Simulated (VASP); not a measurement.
# GeW4 (I-43m) in VASP: a series of runs

GeW4 is run at these levels: PBE; tasks: single point, relaxation of cell and atoms.

All numbers are computed with VASP 6.6.1; they aren't measurements. Logs are shortened: lines on timing, memory, paths and dates and some standing lists are left out, and cuts for length are marked.

## Step 1: The cell of the first run

The structure is cubic, space group I-43m (No. 217). The conventional cell has a = 6.062 Å, b = 6.062 Å, c = 6.062 Å, α = 90.00°, β = 90.00°, γ = 90.00°. Within 2.4 Å of Ge (site symmetry -43m) lie 4 W at 1.84 Å. W (site symmetry 3m) has 1 Ge at 1.84 Å within 2.4 Å.

The cell was generated, and may not be a known phase.

## Step 2: Single point, PBE

The input, INCAR:

```
  PREC = Accurate
  ENCUT = 520
  EDIFF = 1E-6
  ISMEAR = 0
  SIGMA = 0.1
  LREAL = F
  LASPH = T
  NELM = 80
  ALGO = Normal
  ISIF = 2
  LWAVE = F
  LCHARG = T
  GGA = PE
  LELF = T
  LVHAR = T
  NBANDS = 43
```

The input, KPOINTS:

```
regular mesh
0
Gamma
  4 4 4
```

The input, POSCAR:

```
GeW4
1.0
   -3.0312276800      3.0312276800      3.0312276800
    3.0312276800     -3.0312276800      3.0312276800
    3.0312276800      3.0312276800     -3.0312276800
Ge W
1 4
Direct
    0.0000000000      0.0000000000      0.0000000000
    0.3495999900      0.3495999900      0.3495999900
    0.6504000100      0.0000000000      0.0000000000
    0.0000000000      0.0000000000      0.6504000100
    0.0000000000      0.6504000100      0.0000000000
```

Potentials or basis: VASP PAW PBE potentials, release 64 (Ge_d, W_sv).

Run with:

```bash
$ cat potpaw_PBE.64/Ge_d/POTCAR potpaw_PBE.64/W_sv/POTCAR > POTCAR
$ mpirun -np 1 vasp_std > vasp.out
```

OUTCAR:

```text
PREC = Accurate
   ENCUT = 520
   EDIFF = 1E-6
   ISMEAR = 0
   LREAL = F
   LASPH = T
   NELM = 80
   ISIF = 2
   GGA = PE

 ion  position               nearest neighbor table
   1  0.000  0.000  0.000-   2 1.84   3 1.84   4 1.84   5 1.84
   2  0.350  0.350  0.350-   1 1.84   4 3.00   5 3.00   3 3.00   3 3.29   4 3.29   5 3.29   5 3.29
                             3 3.29   4 3.29
   3  0.650  0.000  0.000-   1 1.84   2 3.00   4 3.00   5 3.00   2 3.29   4 3.29   5 3.29   2 3.29
                             4 3.29   5 3.29
   4  0.000  0.000  0.650-   1 1.84   2 3.00   3 3.00   5 3.00   2 3.29   3 3.29   5 3.29   3 3.29
                             5 3.29   2 3.29
   5  0.000  0.650  0.000-   1 1.84   2 3.00   3 3.00   4 3.00   2 3.29   4 3.29   3 3.29   3 3.29
                             4 3.29   2 3.29

  LATTYP: Found a body centered cubic cell.
 ALAT       =     6.0624553600

  Lattice vectors:

 A1 = (  -3.0312276800,   3.0312276800,   3.0312276800)
 A2 = (   3.0312276800,  -3.0312276800,   3.0312276800)
 A3 = (   3.0312276800,   3.0312276800,  -3.0312276800)

Analysis of symmetry for initial positions (statically):
=====================================================================
 Subroutine PRICEL returns:
 Original cell was already a primitive cell.

 Routine SETGRP: Setting up the symmetry group for a
 body centered cubic supercell.

 Subroutine GETGRP returns: Found 24 space group operations
 (whereof 24 operations were pure point group operations)
 out of a pool of 48 trial point group operations.

The static configuration has the point symmetry T_d .

Analysis of symmetry for dynamics (positions and initial velocities):
=====================================================================
 Subroutine PRICEL returns:
 Original cell was already a primitive cell.

 Routine SETGRP: Setting up the symmetry group for a
 body centered cubic supercell.

 Subroutine GETGRP returns: Found 24 space group operations
 (whereof 24 operations were pure point group operations)
 out of a pool of 48 trial point group operations.

The dynamic configuration has the point symmetry T_d .

 Subroutine INISYM returns: Found 24 space group operations
 (whereof 24 operations are pure point group operations),
 and found     1 'primitive' translations

[... 82 lines left out ...]
   NELM   =     80;   NELMIN=  2; NELMDL= -5     # of ELM steps
   EDIFF  = 0.1E-05   stopping-criterion for ELM
   LREAL  =      F    real-space projection
   EDIFFG = 0.1E-04   stopping-criterion for IOM
   NSW    =      0    number of steps for IOM
   IBRION =     -1    ionic relax: 0-MD 1-quasi-New 2-CG
   NFREE  =      0    steps in history (QN), initial steepest desc. (CG)
   ISIF   =      2    stress and relaxation
   ISYM   =      2    0-nonsym 1-usesym 2-fastsym
   POTIM  = 0.5000    time-step for ionic-motion
   TEBEG  =    0.0;   TEEND  =   0.0 temperature during run
   PSTRESS=    0.0 pullay stress
   NELECT =      70.0000    total number of electrons
   NUPDOWN=      -1.0000    fix difference up-down
   EMIN   =  10.00;   EMAX   =-10.00  energy-range for DOS
   EFERMI =   0.00;   METHOD = LEGACY
   ISMEAR =     0;   SIGMA  =   0.10  broadening in eV -4-tet -1-fermi 0-gaus
   EFERMI_NEDOS =   21; number of points for ismear=-14 and -15
   IALGO  =     38    algorithm
   IMIX   =      4    mixing-type and parameters
     AMIX     =   0.40;   BMIX     =  1.00
     AMIX_MAG =   1.60;   BMIX_MAG =  1.00
  volume/ion in A,a.u.               =      22.28       150.36
  Fermi-wavevector in a.u.,A,eV,Ry     =   1.402175  2.649727 26.750351  1.966095
  Thomas-Fermi vector in A             =   2.524963
   LORBIT       =      0    0 simple, 1 ext, 2 COOP (PROOUT), +10 PAW based schemes
   GGA     = PE    functional components
   LHFCALC =     F    Hartree Fock is set to
   AEXX    =    0.0000 exact exchange contribution
   IVDW    =     0    specifies the selected vdW correction
   LEPSILON=     F    determine dielectric tensor
   LRPA    =     F    only Hartree local field effects (RPA)
 non-spin polarized calculation
 Gauss-broadening in eV      SIGMA  =   0.10
  energy-cutoff  :      520.00
  volume of cell :      111.41
 maximum number of plane-waves:      3043
 NGX is ok and might be reduce to    40
   NGX = 19   NGY = 19   NGZ = 19

 number of electron      70.0000014 magnetization

 Free energy of the ion-electron system (eV)
  ---------------------------------------------------
  ext. energy  EPLUGINS =         0.00000000
  ---------------------------------------------------
  free energy    TOTEN  =       -19.59790645 eV

  energy without entropy =      -19.53220699  energy(sigma->0) =      -19.56505672

 E-fermi :   5.9003     XC(G=0): -11.0672

 val. band max:        5.8770525618   @ k =   0.2500   0.0000   0.0000
 cond. band min:       5.9035417482   @ k =   0.2500   0.2500   0.0000
 fundamental gap:      0.0264891864
 Fermi energy:         5.9002640092

 k-point     1 :       0.0000    0.0000    0.0000
  band No.  band energies     occupation
      1     -68.0424      2.00000
      2     -68.0060      2.00000
      3     -68.0060      2.00000
      4     -68.0060      2.00000
      5     -33.2475      2.00000
      6     -32.9954      2.00000
[... 357 lines left out ...]
     42       8.3206      0.00000
     43       9.0093      0.00000

------------------------ aborting loop because EDIFF is reached ----------------------------------------

  FORCE on cell =-STRESS in cart. coord.  units (eV):
  Direction    XX          YY          ZZ          XY          YZ          ZX
  --------------------------------------------------------------------------------------
  -------------------------------------------------------------------------------------
  Total       50.5582449     50.5582449     50.5582449     -0.0000000     -0.0000000      0.0000000
  in kB      727.0878805    727.0878805    727.0878805     -0.0000000     -0.0000000      0.0000000
  external PRESSURE =     727.0878805 kB  Pullay stress =       0.0000000 kB

 VOLUME and BASIS-vectors are now :
 -----------------------------------------------------------------------------
  energy-cutoff  :      520.00
  volume of cell :      111.41
      direct lattice vectors                 reciprocal lattice vectors
    -3.031227680  3.031227680  3.031227680     0.000000000  0.164949668  0.164949668
     3.031227680 -3.031227680  3.031227680     0.164949668  0.000000000  0.164949668
     3.031227680  3.031227680 -3.031227680     0.164949668  0.164949668  0.000000000

 POSITION                                       TOTAL-FORCE (eV/Angst)
 -----------------------------------------------------------------------------------
      0.00000      0.00000      0.00000        -0.000000      0.000000     -0.000000
      1.05972      1.05972      1.05972        15.678110     15.678110     15.678110
     -1.97151      1.97151      1.97151        15.678110    -15.678110    -15.678110
      1.97151      1.97151     -1.97151       -15.678110    -15.678110     15.678110
      1.97151     -1.97151      1.97151       -15.678110     15.678110    -15.678110
 -----------------------------------------------------------------------------------
    total drift:                               -0.000004     -0.000004     -0.000004

  FREE ENERGIE OF THE ION-ELECTRON SYSTEM (eV)
  ---------------------------------------------------
  free  energy   TOTEN  =       -19.5979064513 eV

  energy  without entropy=      -19.5322069855  energy(sigma->0) =      -19.56505672
```

OSZICAR:

```text
N       E                     dE             d eps       ncg     rms          rms(c)
DAV:   1     0.100206483826E+04    0.10021E+04   -0.40300E+04   827   0.280E+03
DAV:   2     0.755563874638E+02   -0.92651E+03   -0.90865E+03   696   0.855E+02
DAV:   3    -0.190079347356E+02   -0.94564E+02   -0.91197E+02   792   0.188E+02
DAV:   4    -0.253289980957E+02   -0.63211E+01   -0.61108E+01   842   0.487E+01
DAV:   5    -0.255332498797E+02   -0.20425E+00   -0.20187E+00   904   0.841E+00    0.443E+01
DAV:   6    -0.199611633645E+02    0.55721E+01   -0.18574E+01   962   0.758E+01    0.163E+01
DAV:   7    -0.196450663570E+02    0.31610E+00   -0.35875E+00   788   0.101E+01    0.284E+00
DAV:   8    -0.196009245680E+02    0.44142E-01   -0.40048E-01   984   0.112E+01    0.138E+00
DAV:   9    -0.195980338101E+02    0.28908E-02   -0.54861E-02  1013   0.275E+00    0.192E-01
DAV:  10    -0.195979017463E+02    0.13206E-03   -0.39619E-03   792   0.486E-01    0.852E-02
DAV:  11    -0.195979145813E+02   -0.12835E-04   -0.65338E-04   916   0.170E-01    0.438E-02
DAV:  12    -0.195979070128E+02    0.75685E-05   -0.18541E-04   968   0.210E-01    0.182E-02
DAV:  13    -0.195979063144E+02    0.69834E-06   -0.20514E-05   919   0.773E-02    0.404E-03
DAV:  14    -0.195979064513E+02   -0.13682E-06   -0.18508E-06   567   0.958E-03
   1 F= -.19597906E+02 E0= -.19565057E+02  d E =-.656995E-01
```

Wall time 26 s (1 thread of Intel Xeon 6975P-C (Granite Rapids), shared host); peak memory 0.24 GiB.

Results:

```
Free energy            : -19.5979 eV
Pressure               : 72.7 GPa
Largest force          : 27.155 eV/Å
Band gap on the k mesh : zero (bands 35 and 36 overlap by 0.31 eV)
```

Forces in eV/Å, atoms in the order of the input:
```
Ge    0.000   0.000   0.000
W    15.678  15.678  15.678
W    15.678 -15.678 -15.678
W   -15.678 -15.678  15.678
W   -15.678  15.678 -15.678
```

Levels at points of the mesh, in eV from the Fermi level:
```
           k point  band 33  band 34  band 35  band 36  band 37  band 38
(0.00, 0.00, 0.00)    -0.29    -0.07    -0.07    -0.07     0.19     0.19
(0.50, 0.00, 0.00)    -0.29     0.06     0.12     0.12     0.31     1.11
(0.50, 0.50, 0.50)    -0.21    -0.19    -0.19    -0.19     0.05     0.05
```

Caveat: the k points lie up to 0.37 Å⁻¹ apart; atoms lie so close that the PAW spheres overlap strongly, which falsifies energies and pressures; spin-orbit coupling is left out, which moves the levels of the heavy elements; forces of over 1 eV/Å act on the atoms, so gaps and moduli don't describe the material at rest.

## Step 3: Relaxation of cell and atoms, PBE

The input, INCAR:

```
PREC = Accurate
ENCUT = 600
EDIFF = 1E-6
ISMEAR = 0
SIGMA = 0.1
LREAL = False
LASPH = True
NELM = 80
ALGO = Normal
ISIF = 3
LWAVE = False
LCHARG = False
GGA = PE
IBRION = 2
NSW = 90
EDIFFG = -0.04
```

The input, KPOINTS:

```
Automatic mesh
0
Gamma
  4 4 4
```

POSCAR is that of step 2.

Potentials or basis: VASP PAW PBE potentials, release 64 (Ge_d, W_sv).

Run with:

```bash
$ cat potpaw_PBE.64/Ge_d/POTCAR potpaw_PBE.64/W_sv/POTCAR > POTCAR
$ mpirun -np 1 vasp_std > vasp.out
```

It took 8.3 min on 1 thread of Intel Xeon 6975P-C (Granite Rapids), shared host; peak memory 0.29 GiB.

It converged, with:

```
Free energy                           : -48.7006 eV
Relaxed volume                        : 18.85 Å³/atom
Relaxed cell                          : a = 4.966 Å, b = 4.966 Å, c = 4.966 Å, α = 109.47°, β = 109.47°, γ = 109.47°
Space group after relaxing (to 0.1 Å) : Im-3m (No. 229)
Energy gained by relaxing             : 5820.3 meV/atom
Ionic steps                           : 19
Pressure after relaxing               : 0.2 GPa
Largest force after relaxing          : 0.003 eV/Å
Band gap on the k mesh                : zero (bands 35 and 36 overlap by 1.03 eV)
```

Forces on the atoms (eV/Å):
```
Ge   0.000  0.000  0.000
W   -0.002 -0.002 -0.002
W   -0.002  0.002  0.002
W    0.002  0.002 -0.002
W    0.002 -0.002  0.002
```

The path:
| step | energy change (eV) | largest force (eV/Å) | pressure (GPa) | volume (Å³) |
| --- | --- | --- | --- | --- |
| 1 | 0.0000 | 27.1535 | 72.73 | 111.41 |
| 2 | 1.6588 | 1.1538 | -7.91 | 367.01 |
| 3 | 0.5039 | 0.9543 | -9.34 | 336.67 |
| 4 | -1.0137 | 0.7535 | -11.30 | 306.80 |
| 5 | -12.8989 | 0.0446 | -25.66 | 192.92 |
| 6 | -20.0722 | 1.3025 | -27.84 | 148.45 |
| 7 | -21.9022 | 3.5367 | -19.69 | 129.05 |
| 8 | -21.9110 | 4.1718 | -17.27 | 126.13 |
| 9 | -21.9198 | 3.9754 | -18.00 | 126.99 |
| 10 | -27.3264 | 4.5711 | 6.21 | 93.80 |
| 11 | -27.4373 | 3.7587 | 29.70 | 84.42 |
| 12 | -27.5666 | 4.1724 | 19.80 | 87.71 |
| 13 | -28.1980 | 2.9795 | 18.52 | 87.59 |
| 14 | -28.7685 | 0.0346 | 16.91 | 87.64 |
| 15 | -28.9246 | 0.3291 | -9.56 | 99.74 |
| 16 | -29.0988 | 0.2036 | 0.08 | 94.34 |
| 17 | -29.0987 | 0.1997 | 0.35 | 94.20 |
| 18 | -29.1012 | 0.0631 | 0.24 | 94.25 |
| 19 | -29.1015 | 0.0031 | 0.18 | 94.27 |

Final structure:
```yaml
crystal:
  lattice:
    - [-2.86708, 2.86708, 2.86708]
    - [2.86708, -2.86708, 2.86708]
    - [2.86708, 2.86708, -2.86708]
  atoms:
    - { symbol: Ge, position: [0.00000, 0.00000, 0.00000] }
    - { symbol: W, position: [0.50002, 0.50002, 0.50002] }
    - { symbol: W, position: [0.49998, 0.00000, 0.00000] }
    - { symbol: W, position: [0.00000, 0.00000, 0.49998] }
    - { symbol: W, position: [0.00000, 0.49998, 0.00000] }
```

Levels at points of the mesh, in eV from the Fermi level:
```
           k point  band 31  band 32  band 33  band 34  band 35  band 36  band 37  band 38  band 39  band 40
(0.00, 0.00, 0.00)    -1.44    -1.44    -1.44     0.58     0.58     0.58     1.22     1.22     1.22     3.13
(0.50, 0.00, 0.00)    -1.70    -1.40    -1.05    -0.33    -0.31    -0.25     0.08     0.36     1.05     1.26
(0.50, 0.50, 0.50)    -2.73    -0.93    -0.93    -0.18    -0.18    -0.18     0.69     0.69     0.69     2.82
```

Caveat: the k points lie up to 0.39 Å⁻¹ apart in the final cell, too coarse for converged energies and pressures of a metal; the volume moved by over 15 % at a fixed basis, so the end points are rough; spin-orbit coupling is left out, which moves the levels of the heavy elements.

The gap in the log of VASP goes by the Fermi energy; the results here count the filled bands.